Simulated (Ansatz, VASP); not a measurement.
## O in VASP and in Ansatz

INCAR

```
ALGO = Normal
EDIFF = 1E-6
ENCUT = 520
GGA = CA
ISIF = 2
ISMEAR = 0
LASPH = T
LCHARG = F
LREAL = F
LWAVE = F
NBANDS = 13
NELM = 60
PREC = Accurate
SIGMA = 0.15
```

Contents of KPOINTS:

```
k-points
0
Gamma
  22 22 22
```

The input POSCAR:

```
O
1.0
    0.0000000000      1.4711401714      3.7771797441
    1.4616428905      0.0000000000      3.7771797441
    1.4616428905      1.4711401714      0.0000000000
O
2
Direct
    0.0808467867      0.0808467867      0.9191532133
    0.9191532133      0.9191532133      0.0808467867
```

Input for Ansatz:

```yaml
crystal:
  lattice:
    - [0.0, 1.4711401714, 3.7771797441]
    - [1.4616428905, 0.0, 3.7771797441]
    - [1.4616428905, 1.4711401714, 0.0]
  atoms:
    - { symbol: O, position: [0.0808467867, 0.0808467867, 0.9191532133] }
    - { symbol: O, position: [0.9191532133, 0.9191532133, 0.0808467867] }
basis:
  ecutwfc: 520.0
kpoints:
  mp_grid: { grid: [22, 22, 22] }
hamiltonian:
  xc: lda
scf:
  occupations: { method: gaussian, width: 0.15 }
output:
  forces: true
  stress: true
  eigenvalues: true
  write_density: true
  write_potential: true
  elf: true
  volumetric_format: npy
```

Change from the starting cell: volume 8.122 Å^3 an atom, stretch along c over the lengths across it, relative to the relaxed cell 1.1282.

Alike in both runs: task single point; functional LDA; k mesh 22 × 22 × 22; occupations gaussian, width 0.15 eV; no spin polarisation.

```csv
,VASP,Ansatz
version,VASP 6.6.1,Ansatz 0.2.0
potentials or method,"VASP PAW LDA potentials, release 64 (O), cutoff 520 eV","scalar-relativistic, plane waves, PAW"
valence electrons in the cell,12,12
```

|  | VASP | Ansatz | Ansatz less VASP |
| --- | --- | --- | --- |
| gap on the k mesh at the Fermi level (eV) | none | none | - |
| pressure (GPa) | 24.5 | 18.4 | -6.09 |
| traceless stress, the component that is largest in VASP (GPa) | -33.38 | -45.29 | -11.910 |
| rms of the force components (eV/Å) | 0.387 | 1.281 | +0.8940 |

LDA's correlation is that of Perdew and Zunger in VASP and of Perdew and Wang (1992) in Ansatz. Atom by atom the forces differ by 0.894 eV/Å (rms over components). A gap of «none» marks a metal or a gap that the smearing closes. One of these differences is far larger than is usual between the two programs; its cause wasn't traced.

Noted on VASP's run: the standard files for N, O and F lose accuracy on very short bonds; spin is off for a triplet molecule.
